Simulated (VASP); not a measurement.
Write the native input for VASP 6.6.1 that does the following.

| Quantity | Value |
| --- | --- |
| Task | relaxation of cell and atoms |
| Functional | PBEsol |
| Potentials or basis | VASP PAW PBE potentials, release 64 (Au) |
| Cutoff | 600 eV |
| k mesh | 16 × 16 × 10 |
| Occupations | gaussian, width 0.1 eV |
| Spin | no spin polarisation |
| Target pressure | 8 GPa |
| Dipole correction | no |
| Further INCAR settings | ALGO = Fast; EDIFF = 1e-06; IBRION = 2; EDIFFG = -0.008; NSW = 70; ISIF = 3 |

The structure of Au lies in POSCAR:

```
Au
1.0
    1.3917489807     -2.4791925953      0.0000000000
    1.3917489807      2.4791925953      0.0000000000
    0.0000000000      0.0000000000      4.7300953649
Au
2
Direct
    0.6637795300      0.3362204700      0.2500000000
    0.3362204700      0.6637795300      0.7500000000
```

One way to write it, as run:

INCAR

```
PREC     = Accurate       # precision mode
ENCUT    = 600            # plane-wave cutoff, eV
EDIFF    = 1E-6           # SCF threshold, eV
ISMEAR   = 0              # smearing method
SIGMA    = 0.1            # smearing width, eV
LREAL    = F              # projectors in reciprocal space
LASPH    = T              # aspherical terms in the spheres
NELM     = 80             # most SCF steps
ALGO     = Fast           # electronic algorithm
ISIF     = 3              # what is computed and relaxed
LWAVE    = F              # write WAVECAR
LCHARG   = F              # write CHGCAR
GGA      = PS             # functional
IBRION   = 2              # ionic algorithm
NSW      = 70             # ionic steps
EDIFFG   = -0.008         # ionic threshold
PSTRESS  = 80.0
```

KPOINTS

```
regular mesh
0
Gamma
  16 16 10
```

Potentials or basis: VASP PAW PBE potentials, release 64 (Au).

The run is started by

```bash
$ cat potpaw_PBE.64/Au/POTCAR > POTCAR
$ mpirun -np 1 vasp_std > vasp.out
```

Results of the run:

- Relaxed volume: 16.33 Å³/atom
- Relaxed cell: a = 2.844 Å, b = 2.844 Å, c = 4.725 Å, α = 90.00°, β = 90.00°, γ = 121.23°
- Space group after relaxing (to 0.1 Å): P6_3/mmc (No. 194)
- Energy change on relaxing (the run minimises the enthalpy): -0.7 meV/atom
- Ionic steps: 6
- Pressure after relaxing: 8.0 GPa
- Band gap on the k mesh: zero (bands 11 and 12 overlap by 6.76 eV)

Caveat: the cell is relaxed towards a set pressure, so the run minimises the enthalpy, not the energy; the PAW data sets were made with another functional, which shifts forces and pressure a little; spin-orbit coupling is left out, which moves the levels of the heavy elements.

Run time: 9.3 min on 1 thread of Oxide Virtual Turin-like Processor (shared host), peak memory 0.32 GiB.
